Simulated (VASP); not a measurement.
# W (I4/mmm) in VASP: notebook

The runs below take W through single point, with LDA.

Program: VASP 6.6.1. These are calculated values, not measurements. Logs are shortened: lines on timing, memory, paths and dates and some standing lists are left out, and cuts for length are marked.

## (1) The cell of the first run

It takes space group I4/mmm (No. 139, tetragonal). Conventional cell: a = 2.977 Å, b = 2.977 Å, c = 3.255 Å, α = 90.00°, β = 90.00°, γ = 90.00°. W (site symmetry 4/mmm) has 14 W at 2.66 to 3.25 Å within 3.5 Å.

## (2) Single point, LDA (14.42 Å³/atom)

INCAR

```
SYSTEM = W
PREC = Accurate
ENCUT = 520
EDIFF = 1E-6
ISMEAR = 0
SIGMA = 0.15
LREAL = .False.
LASPH = .True.
NELM = 60
ALGO = Fast
ISIF = 2
LWAVE = .False.
LCHARG = .False.
NBANDS = 13
```

KPOINTS

```
Automatic mesh
0
Gamma
  22 22 22
  0 0 0
```

POSCAR

```
W
1.0
    0.0000000000      2.1051451118      1.6272771714
    2.1051451118      0.0000000000      1.6272771714
    2.1051451118      2.1051451118      0.0000000000
W
1
Direct
    0.0000000000      0.0000000000      0.0000000000
```

Potentials or basis: VASP PAW LDA potentials, release 64 (W_sv).

Launch:

```
> cat potpaw_LDA.64/W_sv/POTCAR > POTCAR
> mpirun -np 1 vasp_std > vasp.out
```

OUTCAR:

```text
SYSTEM = W
   PREC = Accurate
   ENCUT = 520
   EDIFF = 1E-6
   ISMEAR = 0
   LREAL = .False.
   LASPH = .True.
   NELM = 60
   ISIF = 2

 ion  position               nearest neighbor table
   1  0.000  0.000  0.000-

  LATTYP: Found a body centered tetragonal cell.
 ALAT       =     2.9771247679
 C/A-ratio  =     1.0931870837

  Lattice vectors:

 A1 = (   0.0000000000,  -2.1051451118,  -1.6272771714)
 A2 = (   0.0000000000,   2.1051451118,  -1.6272771714)
 A3 = (   2.1051451118,   0.0000000000,   1.6272771714)

Analysis of symmetry for initial positions (statically):
=====================================================================
 Subroutine PRICEL returns:
 Original cell was already a primitive cell.

 Routine SETGRP: Setting up the symmetry group for a
 body centered tetragonal supercell.

 Subroutine GETGRP returns: Found 16 space group operations
 (whereof 16 operations were pure point group operations)
 out of a pool of 16 trial point group operations.

The static configuration has the point symmetry D_4h.

Analysis of symmetry for dynamics (positions and initial velocities):
=====================================================================
 Subroutine PRICEL returns:
 Original cell was already a primitive cell.

 Routine SETGRP: Setting up the symmetry group for a
 body centered tetragonal supercell.

 Subroutine GETGRP returns: Found 16 space group operations
 (whereof 16 operations were pure point group operations)
 out of a pool of 16 trial point group operations.

The dynamic configuration has the point symmetry D_4h.

 Subroutine INISYM returns: Found 16 space group operations
 (whereof 16 operations are pure point group operations),
 and found     1 'primitive' translations

----------------------------------------------------------------------------------------

                                     Primitive cell

  volume of cell :      14.4230

  direct lattice vectors                    reciprocal lattice vectors
     0.000000000  2.105145112  1.627277171    -0.237513318  0.237513318  0.307261731
     2.105145112  0.000000000  1.627277171     0.237513318 -0.237513318  0.307261731
     2.105145112  2.105145112  0.000000000     0.237513318  0.237513318 -0.307261731

  length of vectors
     2.660764352  2.660764352  2.977124768     0.455230627  0.455230627  0.455230627

  position of ions in fractional coordinates (direct lattice)
     0.000000000  0.000000000  0.000000000

  ion indices of the primitive-cell ions
   primitive index   ion index
                 1           1

----------------------------------------------------------------------------------------

 KPOINTS: Automatic mesh

Automatic generation of k-mesh.
 Grid dimensions read from file:
 generate k-points for:   22   22   22

 Generating k-lattice:

  Cartesian coordinates                     Fractional coordinates (reciprocal lattice)
    -0.010796060  0.010796060  0.013966442     0.045454545  0.000000000  0.000000000
     0.010796060 -0.010796060  0.013966442     0.000000000  0.045454545  0.000000000
     0.010796060  0.010796060 -0.013966442     0.000000000  0.000000000  0.045454545

  Length of vectors
     0.020692301  0.020692301  0.020692301

  Shift w.r.t. Gamma in fractional coordinates (k-lattice)
     0.000000000  0.000000000  0.000000000

 Subroutine IBZKPT returns following result:
 ===========================================

 Found    834 irreducible k-points:

 Following reciprocal coordinates:
            Coordinates               Weight
  0.000000  0.000000  0.000000      1.000000
  0.045455  0.000000  0.000000      8.000000
  0.090909  0.000000  0.000000      8.000000
  0.136364 -0.000000  0.000000      8.000000
  0.181818 -0.000000  0.000000      8.000000
  0.227273  0.000000  0.000000      8.000000
[... 16 lines left out ...]
  0.500000  0.045455  0.000000      8.000000
 -0.454545  0.045455  0.000000      8.000000
 [... further k-points ...]
   k-points           NKPTS =    834   k-points in BZ     NKDIM =    834   number of bands    NBANDS=     13
   number of dos      NEDOS =    301   number of ions     NIONS =      1
   total plane-waves  NPLWV =   9600
   dimension x,y,z NGX =    20 NGY =   20 NGZ =   24
   dimension x,y,z NGXF=    40 NGYF=   40 NGZF=   48
   ions per type =               1
   NGX,Y,Z   is equivalent  to a cutoff of  12.50, 12.50, 13.40 a.u.
   NGXF,Y,Z  is equivalent  to a cutoff of  24.99, 24.99, 26.80 a.u.
 SYSTEM =  W
   PREC   = accura    normal or accurate (medium, high low for compatibility)
   ISTART =      0    job   : 0-new  1-cont  2-samecut
   ICHARG =      2    charge: 1-file 2-atom 10-const
   ISPIN  =      1    spin polarized calculation?
   LNONCOLLINEAR =      F non collinear calculations
   LSORBIT =      F    spin-orbit coupling
   LASPH  =      T    aspherical Exc in radial PAW
   ENCUT  =  520.0 eV  38.22 Ry    6.18 a.u.   4.95  4.95  5.54*2*pi/ulx,y,z
   NELM   =     60;   NELMIN=  2; NELMDL= -5     # of ELM steps
   EDIFF  = 0.1E-05   stopping-criterion for ELM
   LREAL  =      F    real-space projection
   EDIFFG = 0.1E-04   stopping-criterion for IOM
   NSW    =      0    number of steps for IOM
   IBRION =     -1    ionic relax: 0-MD 1-quasi-New 2-CG
   NFREE  =      0    steps in history (QN), initial steepest desc. (CG)
   ISIF   =      2    stress and relaxation
   ISYM   =      2    0-nonsym 1-usesym 2-fastsym
   POTIM  = 0.5000    time-step for ionic-motion
   TEBEG  =    0.0;   TEEND  =   0.0 temperature during run
   PSTRESS=    0.0 pullay stress
   NELECT =      14.0000    total number of electrons
   NUPDOWN=      -1.0000    fix difference up-down
   EMIN   =  10.00;   EMAX   =-10.00  energy-range for DOS
   EFERMI =   0.00;   METHOD = LEGACY
   ISMEAR =     0;   SIGMA  =   0.15  broadening in eV -4-tet -1-fermi 0-gaus
   EFERMI_NEDOS =   21; number of points for ismear=-14 and -15
   IALGO  =     68    algorithm
   IMIX   =      4    mixing-type and parameters
     AMIX     =   0.40;   BMIX     =  1.00
     AMIX_MAG =   1.60;   BMIX_MAG =  1.00
  volume/ion in A,a.u.               =      14.42        97.33
  Fermi-wavevector in a.u.,A,eV,Ry     =   1.620935  3.063123 35.748366  2.627431
  Thomas-Fermi vector in A             =   2.714793
   LORBIT       =      0    0 simple, 1 ext, 2 COOP (PROOUT), +10 PAW based schemes
   GGA     = CA    functional components
   LHFCALC =     F    Hartree Fock is set to
   AEXX    =    0.0000 exact exchange contribution
   IVDW    =     0    specifies the selected vdW correction
   LEPSILON=     F    determine dielectric tensor
   LRPA    =     F    only Hartree local field effects (RPA)
 non-spin polarized calculation
 RMM-DIIS sequential band-by-band and
 Gauss-broadening in eV      SIGMA  =   0.15
  energy-cutoff  :      520.00
  volume of cell :       14.42
 maximum number of plane-waves:       403
   NGX =  9   NGY =  9   NGZ = 11

 number of electron      14.0000000 magnetization

 Free energy of the ion-electron system (eV)
  ---------------------------------------------------
  ext. energy  EPLUGINS =         0.00000000
  ---------------------------------------------------
  free energy    TOTEN  =       -13.92917697 eV

  energy without entropy =      -13.92294443  energy(sigma->0) =      -13.92606070

 E-fermi :  12.7699     XC(G=0): -14.3653

 val. band max:       12.7683911762   @ k =  -0.3182   0.2727   0.0455
 cond. band min:      12.7741265732   @ k =   0.1818   0.0000   0.1818
 fundamental gap:      0.0057353971
 Fermi energy:        12.7698717614

 k-point     1 :       0.0000    0.0000    0.0000
  band No.  band energies     occupation
      1     -60.8844      2.00000
      2     -24.5322      2.00000
      3     -24.5170      2.00000
      4     -24.5170      2.00000
      5       2.7071      2.00000
      6      11.0037      2.00000
      7      11.0037      2.00000
      8      12.2393      2.00000
      9      14.2202      0.00000
     10      15.9034      0.00000
     11      26.4708      0.00000
     12      28.2206      0.00000
     13      28.2206      0.00000

 k-point     2 :       0.0455    0.0000    0.0000
  band No.  band energies     occupation
      1     -60.8803      2.00000
      2     -24.5656      2.00000
      3     -24.5278      2.00000
      4     -24.5238      2.00000
      5       2.8184      2.00000
      6      10.9956      2.00000
      7      11.0336      2.00000
      8      12.2483      2.00000
      9      14.1520      0.00000
     10      15.8487      0.00000
     11      26.6840      0.00000
     12      28.3791      0.00000
     13      28.4044      0.00000

 k-point     3 :       0.0909    0.0000    0.0000
  band No.  band energies     occupation
      1     -60.8683      2.00000
      2     -24.6806      2.00000
      3     -24.5592      2.00000
      4     -24.5251      2.00000
      5       3.1419      2.00000
      6      10.9577      2.00000
      7      11.0577      2.00000
      8      12.3495      1.99993
      9      13.9862      0.00000
     10      15.7198      0.00000
     11      27.2217      0.00000
     12      28.8345      0.00000
     13      28.9439      0.00000
[... 305 lines left out ...]
 k-point    23 :       0.5000    0.0455    0.0000
  band No.  band energies     occupation
      1     -60.6767      2.00000
      2     -26.3032      2.00000
      3     -25.0405      2.00000
      4     -24.5574      2.00000
      5       5.9705      2.00000
      6       9.2914      2.00000
      7      13.1034      0.00167
      8      14.1174      0.00000
      9      16.8640      0.00000
     10      19.5327      0.00000
     11      24.9147      0.00000
     12      25.2968      0.00000
     13      31.3791      0.00000

 k-point    24 :      -0.4545    0.0455    0.0000
  band No.  band energies     occupation
      1     -60.6803      2.00000
      2     -26.2753      2.00000
      3     -25.0295      2.00000
      4     -24.5615      2.00000
      5       5.9895      2.00000
      6       9.3193      2.00000
      7      12.7575      1.09273
      8      14.3336      0.00000
      9      16.8156      0.00000
     10      19.1815      0.00000
     11      25.1209      0.00000
     12      25.3408      0.00000
     13      31.8690      0.00000

 [... further k-points ...]

------------------------ aborting loop because EDIFF is reached ----------------------------------------

  FORCE on cell =-STRESS in cart. coord.  units (eV):
  Direction    XX          YY          ZZ          XY          YZ          ZX
  --------------------------------------------------------------------------------------
  -------------------------------------------------------------------------------------
  Total        3.5648949      3.5648949      0.7975278      0.0000000      0.0000000     -0.0000000
  in kB      396.0059494    396.0059494     88.5932809      0.0000000      0.0000000     -0.0000000
  external PRESSURE =     293.5350599 kB  Pullay stress =       0.0000000 kB

 VOLUME and BASIS-vectors are now :
 -----------------------------------------------------------------------------
  energy-cutoff  :      520.00
  volume of cell :       14.42
      direct lattice vectors                 reciprocal lattice vectors
     0.000000000  2.105145112  1.627277171    -0.237513318  0.237513318  0.307261731
     2.105145112  0.000000000  1.627277171     0.237513318 -0.237513318  0.307261731
     2.105145112  2.105145112  0.000000000     0.237513318  0.237513318 -0.307261731

 POSITION                                       TOTAL-FORCE (eV/Angst)
 -----------------------------------------------------------------------------------
      0.00000      0.00000      0.00000         0.000000      0.000000      0.000000
 -----------------------------------------------------------------------------------
    total drift:                                0.000000      0.000000      0.000000

  FREE ENERGIE OF THE ION-ELECTRON SYSTEM (eV)
  ---------------------------------------------------
  free  energy   TOTEN  =       -13.9291769679 eV

  energy  without entropy=      -13.9229444304  energy(sigma->0) =      -13.92606070
```

It took 2.1 min on 1 thread of Intel Xeon 6975P-C (Granite Rapids), shared host; peak memory 0.24 GiB.

What came out:

```
Free energy            : -13.9292 eV
Pressure               : 29.4 GPa
Band gap on the k mesh : zero (bands 7 and 8 overlap by 6.62 eV)
```

Caveat: the stress differs along the axes, from 9 to 40 GPa; spin-orbit coupling is left out, which moves the levels of the heavy elements.

## (3) Single point, LDA (14.42 Å³/atom)

INCAR

```
SYSTEM = W
PREC = Accurate
ENCUT = 520
EDIFF = 1E-7
ISMEAR = 0
SIGMA = 0.15
LREAL = .False.
LASPH = .True.
NELM = 100
ALGO = Fast
ISIF = 2
LWAVE = .False.
LCHARG = .False.
GGA = CA
NBANDS = 13
```

KPOINTS is that of step 2.

POSCAR

```
W
1.0
    0.0000000000      1.8350655573      2.1415215054
    1.8350655573      0.0000000000      2.1415215054
    1.8350655573      1.8350655573      0.0000000000
W
1
Direct
    0.0000000000      0.0000000000      0.0000000000
```

Potentials or basis: VASP PAW LDA potentials, release 64 (W_sv).

Launch:

```
> cat potpaw_LDA.64/W_sv/POTCAR > POTCAR
> mpirun -np 1 vasp_std > vasp.out
```

OUTCAR:

```text
SYSTEM = W
   PREC = Accurate
   ENCUT = 520
   EDIFF = 1E-7
   ISMEAR = 0
   LREAL = .False.
   LASPH = .True.
   NELM = 100
   ISIF = 2
   GGA = CA

 ion  position               nearest neighbor table
   1  0.000  0.000  0.000-

  LATTYP: Found a body centered tetragonal cell.
 ALAT       =     2.5951745990
 C/A-ratio  =     1.6503872273

  Lattice vectors:

[... 563 lines left out ...]
      9      17.4103      0.00000
     10      18.8524      0.00000
     11      24.5649      0.00000
     12      25.4543      0.00000
     13      32.1794      0.00000

 [... further k-points ...]

------------------------ aborting loop because EDIFF is reached ----------------------------------------

  FORCE on cell =-STRESS in cart. coord.  units (eV):
  Direction    XX          YY          ZZ          XY          YZ          ZX
  --------------------------------------------------------------------------------------
  -------------------------------------------------------------------------------------
  Total        3.0942794      3.0942794      3.2727380      0.0000000      0.0000000      0.0000000
  in kB      343.7276804    343.7276804    363.5517337      0.0000000      0.0000000      0.0000000
  external PRESSURE =     350.3356982 kB  Pullay stress =       0.0000000 kB

 VOLUME and BASIS-vectors are now :
 -----------------------------------------------------------------------------
  energy-cutoff  :      520.00
  volume of cell :       14.42
      direct lattice vectors                 reciprocal lattice vectors
     0.000000000  1.835065557  2.141521505    -0.272469830  0.272469830  0.233478860
     1.835065557  0.000000000  2.141521505     0.272469830 -0.272469830  0.233478860
     1.835065557  1.835065557  0.000000000     0.272469830  0.272469830 -0.233478860

 POSITION                                       TOTAL-FORCE (eV/Angst)
 -----------------------------------------------------------------------------------
      0.00000      0.00000      0.00000        -0.000000      0.000000      0.000000
 -----------------------------------------------------------------------------------
    total drift:                               -0.000000      0.000000     -0.000000

  FREE ENERGIE OF THE ION-ELECTRON SYSTEM (eV)
  ---------------------------------------------------
  free  energy   TOTEN  =       -13.5662776986 eV

  energy  without entropy=      -13.5570557080  energy(sigma->0) =      -13.56166670
```

OSZICAR:

```text
N       E                     dE             d eps       ncg     rms          rms(c)
DAV:   1     0.838998868339E+02    0.83900E+02   -0.74474E+03 21813   0.124E+03
DAV:   2    -0.125277751264E+02   -0.96428E+02   -0.92658E+02 24154   0.319E+02
DAV:   3    -0.141342927231E+02   -0.16065E+01   -0.15997E+01 24139   0.397E+01
DAV:   4    -0.141401453963E+02   -0.58527E-02   -0.58525E-02 24199   0.265E+00
DAV:   5    -0.141401882873E+02   -0.42891E-04   -0.42891E-04 24479   0.213E-01    0.247E+01
RMM:   6    -0.136987692544E+02    0.44142E+00   -0.28669E-01 23525   0.496E+00    0.110E+01
RMM:   7    -0.135701660879E+02    0.12860E+00   -0.21475E-01 23759   0.430E+00    0.441E-01
RMM:   8    -0.135662516849E+02    0.39144E-02   -0.91571E-03 27079   0.111E+00    0.159E-01
RMM:   9    -0.135662653794E+02   -0.13695E-04   -0.13671E-03 26628   0.457E-01    0.391E-02
RMM:  10    -0.135662789536E+02   -0.13574E-04   -0.14838E-04 29072   0.158E-01    0.178E-02
RMM:  11    -0.135662764386E+02    0.25150E-05   -0.45407E-05 27484   0.831E-02    0.573E-03
RMM:  12    -0.135662774899E+02   -0.10513E-05   -0.10788E-05 28451   0.397E-02    0.179E-03
RMM:  13    -0.135662776267E+02   -0.13681E-06   -0.21052E-06 25101   0.170E-02    0.968E-04
RMM:  14    -0.135662776986E+02   -0.71929E-07   -0.63153E-07 20723   0.874E-03
   1 F= -.13566278E+02 E0= -.13561667E+02  d E =-.922199E-02
```

stdout:

```text
POSCAR found type information on POSCAR W
 POSCAR found :  1 types and       1 ions
 scaLAPACK will be used
 LDA part: xc-table for (Slater(with rela. corr.)+CA(PZ))
 , standard interpolation
 POSCAR, INCAR and KPOINTS ok, starting setup
 FFT: planning ... GRIDC
 FFT: planning ... GRID_SOFT
 FFT: planning ... GRID
 WAVECAR not read
 entering main loop
WARNING in EDDRMM: call to ZHEGV failed, returncode =   8  4     12
WARNING in EDDRMM: call to ZHEGV failed, returncode =   6  3     13
WARNING in EDDRMM: call to ZHEGV failed, returncode =   8  4     12
WARNING in EDDRMM: call to ZHEGV failed, returncode =   6  3     11
WARNING in EDDRMM: call to ZHEGV failed, returncode =   8  4     12
WARNING in EDDRMM: call to ZHEGV failed, returncode =   8  4     12
WARNING in EDDRMM: call to ZHEGV failed, returncode =   6  3     12
WARNING in EDDRMM: call to ZHEGV failed, returncode =   8  4     12
WARNING in EDDRMM: call to ZHEGV failed, returncode =   8  4     11
WARNING in EDDRMM: call to ZHEGV failed, returncode =   6  3     12
WARNING in EDDRMM: call to ZHEGV failed, returncode =   6  3     12
WARNING in EDDRMM: call to ZHEGV failed, returncode =   8  4     12
```

Run time: 1.9 min. Hardware: 1 thread of Intel Xeon 6975P-C (Granite Rapids), shared host; peak memory 0.25 GiB.

Results:

```yaml
Free_energy: -13.5663 eV
Pressure: 35.0 GPa
Band_gap_on_the_k_mesh: zero (bands 7 and 8 overlap by 5.41 eV)
```

Caveat: the cell stands under pressure; spin-orbit coupling is left out, which moves the levels of the heavy elements.
